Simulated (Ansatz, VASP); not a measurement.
**Ti2Ge5Ru in VASP and in Ansatz**

The input INCAR:

```
PREC     = Accurate       # precision mode
ENCUT    = 600            # plane-wave cutoff, eV
EDIFF    = 1E-7           # SCF threshold, eV
ISMEAR   = 0              # smearing method
SIGMA    = 0.2            # smearing width, eV
LREAL    = F              # projectors in reciprocal space
LASPH    = T              # aspherical terms in the spheres
NELM     = 60             # most SCF steps
ALGO     = Normal         # electronic algorithm
ISIF     = 3              # what is computed and relaxed
LWAVE    = F              # write WAVECAR
LCHARG   = F              # write CHGCAR
GGA      = PE             # functional
IBRION   = 2              # ionic algorithm
NSW      = 36             # ionic steps
EDIFFG   = -0.08          # ionic threshold
```

The input KPOINTS:

```
regular mesh
0
Gamma
  4 3 3
```

The input POSCAR:

```
Ti2Ge5Ru
1.0
    4.3682316000      0.0000000000      0.0000000000
    0.0000000000      5.0947995400      0.0000000000
    0.0000000000      0.0000000000      6.8569028200
Ti Ge Ru
2 5 1
Direct
    0.0000000000      0.5000000000      0.5000000000
    0.5000000000      0.5000000000      0.5000000000
    0.0000000000      0.7434803200      0.2571554300
    0.0000000000      0.7434803200      0.7428445700
    0.0000000000      0.2565196800      0.7428445700
    0.0000000000      0.2565196800      0.2571554300
    0.0000000000      0.0000000000      0.0000000000
    0.5000000000      0.0000000000      0.0000000000
```

Input for Ansatz:

```yaml
crystal:
  lattice:
    - [4.3682316, 0.0, 0.0]
    - [0.0, 5.09479954, 0.0]
    - [0.0, 0.0, 6.85690282]
  atoms:
    - { symbol: Ti, position: [0.0, 0.5, 0.5] }
    - { symbol: Ti, position: [0.5, 0.5, 0.5] }
    - { symbol: Ge, position: [0.0, 0.74348032, 0.25715543] }
    - { symbol: Ge, position: [0.0, 0.74348032, 0.74284457] }
    - { symbol: Ge, position: [0.0, 0.25651968, 0.74284457] }
    - { symbol: Ge, position: [0.0, 0.25651968, 0.25715543] }
    - { symbol: Ge, position: [0.0, 0.0, 0.0] }
    - { symbol: Ru, position: [0.5, 0.0, 0.0] }
basis:
  ecutwfc: 420
kpoints:
  mp_grid: { grid: [4, 3, 3] }
hamiltonian:
  xc: pbe
scf:
  occupations: { method: gaussian, width: 0.2 }
  lower_state_search: "off"
output:
  forces: true
  stress: true
  eigenvalues: true
relax:
  adjacent_minimum: "off"
  f_tol: 0.08
  max_steps: 16
  cell: { stress_tol: 0.8 }
```

Alike in both runs: task relaxation of cell and atoms; functional PBE; k mesh 4 × 3 × 3; occupations gaussian, width 0.2 eV; no spin polarisation.

```csv
,VASP,Ansatz
version,VASP 6.6.1,Ansatz 0.2.0
potentials or method,"VASP PAW PBE potentials, release 64 (Ti_sv, Ge_d, Ru_pv), cutoff 600 eV","scalar-relativistic, plane waves, PAW"
valence electrons in the cell,108,110
```

Ansatz gave:

```
gap on the k mesh at the Fermi level, each at its own relaxed structure (eV) : none
relaxed volume (Å³/atom)                                                     : 27.94
relaxed length of the cell vector where the two differ most in proportion (Å)              : 6.447
```

Question: Which values does VASP return?

Answer: gap on the k mesh at the Fermi level, each at its own relaxed structure (eV): none; relaxed volume (Å³/atom): 27.88; relaxed length of the cell vector where the two differ most in proportion (Å): 6.380.

A gap of «none» marks a metal or a gap that the smearing closes. VASP's potentials hold 108 valence electrons a cell and Ansatz's 110, so a difference there can come from the potentials and not from the codes.

The k mesh is coarse, so the values compare programs but aren't converged. Noted on VASP's run: the volume moved by over 15 % at a fixed basis, so the end points are rough.
